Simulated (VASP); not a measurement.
Set up this calculation in VASP 6.6.1, as the native input.

| Property | Result |
| --- | --- |
| Task | single point |
| Functional | PBE |
| Potentials or basis | VASP PAW PBE potentials, release 64 (Mg, O) |
| Cutoff | 600 eV |
| k mesh | 10 × 10 × 10 |
| Occupations | gaussian, width 0.01 eV |
| Spin | no spin polarisation |
| Dipole correction | no |
| Further INCAR settings | ALGO = Normal; EDIFF = 1e-06; NBANDS = 11 |

The structure of MgO lies in POSCAR:

```
MgO
1.0
    0.0000000000      2.1417990665      2.1417990665
    2.1417990665      0.0000000000      2.1417990665
    2.1417990665      2.1417990665      0.0000000000
Mg O
1 1
Direct
    0.0000000000      0.0000000000      0.0000000000
    0.5000000000      0.5000000000      0.5000000000
```

One way to write it, as run:

INCAR

```
  ALGO = Normal
  EDIFF = 1E-6
  ENCUT = 600
  GGA = PE
  GGA_COMPAT = F
  ISIF = 2
  ISMEAR = 0
  LASPH = T
  LCHARG = T
  LELF = T
  LREAL = F
  LVHAR = T
  LWAVE = F
  NBANDS = 11
  NELM = 120
  PREC = Accurate
  SIGMA = 0.01
```

KPOINTS

```
k-points
0
Gamma
  10 10 10
```

Potentials or basis: VASP PAW PBE potentials, release 64 (Mg, O).

The run is started by

```bash
$ cat potpaw_PBE.64/Mg/POTCAR potpaw_PBE.64/O/POTCAR > POTCAR
$ mpirun -np 1 vasp_std > vasp.out
```

Results of the run:

- Pressure: -4.0 GPa
- Band gap on the k mesh: 4.25 eV, direct

It took 3.8 s on 1 thread of Intel(R) Xeon(R) 6975P-C (Granite Rapids) (shared host), peak memory 0.14 GiB.
